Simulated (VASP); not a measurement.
# Na4AgS3 (I4/mmm) in VASP: notebook, part 2 of 2

VASP 6.6.1.

### Step 3. Relaxation of cell and atoms, PBE

This run uses another cell than the first one, of 26.31 Å³/atom.

Input file INCAR:

```
ALGO     = Normal         # electronic algorithm
EDIFF    = 1E-6           # SCF threshold, eV
EDIFFG   = -0.08          # ionic threshold
ENCUT    = 600            # plane-wave cutoff, eV
GGA      = PE             # functional
IBRION   = 2              # ionic algorithm
ISIF     = 3              # what is computed and relaxed
ISMEAR   = 0              # smearing method
LASPH    = T              # aspherical terms in the spheres
LCHARG   = F              # write CHGCAR
LREAL    = F              # projectors in reciprocal space
LWAVE    = F              # write WAVECAR
NELM     = 100            # most SCF steps
NSW      = 36             # ionic steps
PREC     = Accurate       # precision mode
SIGMA    = 0.15           # smearing width, eV
```

Input file KPOINTS:

```
k-points
0
Gamma
  3 3 3
```

Input file POSCAR:

```
Na4AgS3
1.0
   -4.0648182400      4.0648182400      3.1850654000
    4.0648182400     -4.0648182400      3.1850654000
    4.0648182400      4.0648182400     -3.1850654000
Na Ag S
4 1 3
Direct
    0.5000000000      0.2388816700      0.7388816700
    0.5000000000      0.7611183300      0.2611183300
    0.2388816700      0.5000000000      0.7388816700
    0.7611183300      0.5000000000      0.2611183300
    0.0000000000      0.0000000000      0.0000000000
    0.7500000000      0.2500000000      0.5000000000
    0.2500000000      0.7500000000      0.5000000000
    0.5000000000      0.5000000000      0.0000000000
```

Potentials or basis: VASP PAW PBE potentials, release 64 (Na_pv, Ag, S).

Run with:

```sh
$ cat potpaw_PBE.64/Na_pv/POTCAR potpaw_PBE.64/Ag/POTCAR potpaw_PBE.64/S/POTCAR > POTCAR
$ mpirun -np 1 vasp_std > vasp.out
```

OUTCAR:

```text
EDIFF = 1E-6
   EDIFFG = -0.08
   ENCUT = 600
   GGA = PE
   IBRION = 2
   ISIF = 3
   ISMEAR = 0
   LASPH = T
   LREAL = F
   NELM = 100
   NSW = 36
   PREC = Accurate

 ion  position               nearest neighbor table
   1  0.500  0.239  0.739-   8 2.12   6 2.51   7 2.51
   2  0.500  0.761  0.261-   8 2.12   7 2.51   6 2.51
   3  0.239  0.500  0.739-   8 2.12   7 2.51   6 2.51
   4  0.761  0.500  0.261-   8 2.12   6 2.51   7 2.51
   5  0.000  0.000  0.000-   8 3.19   8 3.19
   6  0.750  0.250  0.500-   1 2.51   4 2.51   3 2.51   2 2.51
   7  0.250  0.750  0.500-   2 2.51   3 2.51   1 2.51   4 2.51
   8  0.500  0.500  0.000-   1 2.12   2 2.12   3 2.12   4 2.12   5 3.19   5 3.19

  LATTYP: Found a body centered tetragonal cell.
 ALAT       =     8.1296364800
 C/A-ratio  =     0.7835689598

  Lattice vectors:

 A1 = (  -4.0648182400,   4.0648182400,   3.1850654000)
 A2 = (   4.0648182400,  -4.0648182400,   3.1850654000)
[... 523 lines left out ...]

[... ionic steps 4 to 10 ...]

--------------------------------------- Ionic step       11  -------------------------------------------

 number of electron      56.9999954 magnetization

------------------------ aborting loop because EDIFF is reached ----------------------------------------
[... 79 lines left out ...]
--------------------------------------- Ionic step       13  -------------------------------------------

 number of electron      56.9999962 magnetization

 Free energy of the ion-electron system (eV)
  ---------------------------------------------------
  ext. energy  EPLUGINS =         0.00000000
  ---------------------------------------------------
  free energy    TOTEN  =       -24.46976253 eV

  energy without entropy =      -24.41905391  energy(sigma->0) =      -24.44440822

 E-fermi :   1.9860     XC(G=0):  -6.6133

 val. band max:        0.8001256267   @ k =  -0.3333   0.3333   0.3333
 cond. band min:       2.0683862848   @ k =   0.3333  -0.0000   0.0000
 fundamental gap:      1.2682606582
 Fermi energy:         1.9860367913

 k-point     1 :       0.0000    0.0000    0.0000
  band No.  band energies     occupation
      1     -23.2670      2.00000
      2     -23.2618      2.00000
      3     -23.2618      2.00000
      4     -23.2561      2.00000
      5     -23.2012      2.00000
      6     -23.1989      2.00000
[... 246 lines left out ...]
  FREE ENERGIE OF THE ION-ELECTRON SYSTEM (eV)
  ---------------------------------------------------
  free  energy   TOTEN  =       -24.4697625296 eV

  energy  without entropy=      -24.4190539090  energy(sigma->0) =      -24.44440822

 reached required accuracy - stopping structural energy minimisation
```

CONTCAR:

```text
Na4AgS3
   1.00000000000000
    -5.0846549424204479    5.0846549424204479    2.5808413903228344
     5.0846549424204479   -5.0846549424204479    2.5808413903228344
     5.0846549424204479    5.0846549424204479   -2.5808413903228344
  Na              Ag              S
     4     1     3
Direct
     0.5000000000000000    0.2323547707797480    0.7323547707797481
     0.5000000000000000    0.7676452292202519    0.2676452292202521
     0.2323547707797480    0.5000000000000000    0.7323547707797481
     0.7676452292202519    0.5000000000000000    0.2676452292202521
     0.0000000000000000    0.0000000000000000    0.0000000000000000
     0.7500000000000000    0.2500000000000000    0.5000000000000000
     0.2500000000000000    0.7500000000000000    0.5000000000000000
     0.5000000000000000    0.5000000000000000    0.0000000000000000

  0.00000000E+00  0.00000000E+00  0.00000000E+00
  0.00000000E+00  0.00000000E+00  0.00000000E+00
  0.00000000E+00  0.00000000E+00  0.00000000E+00
  0.00000000E+00  0.00000000E+00  0.00000000E+00
  0.00000000E+00  0.00000000E+00  0.00000000E+00
  0.00000000E+00  0.00000000E+00  0.00000000E+00
  0.00000000E+00  0.00000000E+00  0.00000000E+00
  0.00000000E+00  0.00000000E+00  0.00000000E+00
```

Wall time 17 min (1 thread of Intel Xeon Platinum 8259CL at 2.50GHz (Skylake/Cascade Lake), shared host); peak memory 0.45 GiB.

What came out:

- Free energy: -24.4698 eV
- Relaxed volume: 33.36 Å³/atom
- Relaxed cell: a = 7.640 Å, b = 7.640 Å, c = 7.640 Å, α = 96.55°, β = 96.55°, γ = 140.51°
- Space group after relaxing (to 0.1 Å): I4/mmm (No. 139)
- Energy gained by relaxing: 661.1 meV/atom
- Ionic steps: 13
- Pressure after relaxing: 0.0 GPa
- Largest force after relaxing: 0.016 eV/Å
- Band gap on the k mesh: zero (an odd number of electrons rules out a gap without spin polarisation)

Forces on the atoms (eV/Å):
```
Na   0.016  0.000  0.000
Na  -0.016  0.000  0.000
Na   0.000  0.016  0.000
Na   0.000 -0.016  0.000
Ag   0.000  0.000  0.000
S    0.000  0.000  0.000
S    0.000  0.000  0.000
S    0.000  0.000  0.000
```

Step by step:
```
step  energy change (eV)  largest force (eV/Å)  pressure (GPa)  volume (Å³)
   1              0.0000                3.7579           11.80       210.50
   2             -3.9411                0.3564            0.68       273.64
   3             -3.9885                0.4615            0.29       279.90
   4             -4.0119                0.6095           -0.31       292.65
   5             -4.2519                0.5745           -0.49       291.61
   6             -4.9591                0.4537           -0.94       286.31
   7             -4.3256                0.2638            2.50       265.02
   8             -5.2075                0.2502           -0.86       282.64
   9             -5.2429                0.1454           -0.63       279.93
  10             -5.2432                0.1493           -0.64       280.33
  11             -5.2794                0.1403            0.06       268.11
  12             -5.2800                0.1381            0.16       266.47
  13             -5.2885                0.0162            0.05       266.90
```

Final structure:
```
Na Ag S
1.0
    -5.08465    5.08465    2.58084
     5.08465   -5.08465    2.58084
     5.08465    5.08465   -2.58084
Na Ag S
4 1 3
Direct
  0.50000 0.23235 0.73235
  0.50000 0.76765 0.26765
  0.23235 0.50000 0.73235
  0.76765 0.50000 0.26765
  0.00000 0.00000 0.00000
  0.75000 0.25000 0.50000
  0.25000 0.75000 0.50000
  0.50000 0.50000 0.00000
```

Caveat: the k points lie up to 0.46 Å⁻¹ apart in the final cell, too coarse for converged energies and pressures of a metal; the volume moved by over 15 % at a fixed basis, so the end points are rough.

The gap in the log of VASP goes by the Fermi energy; the results here count the filled bands.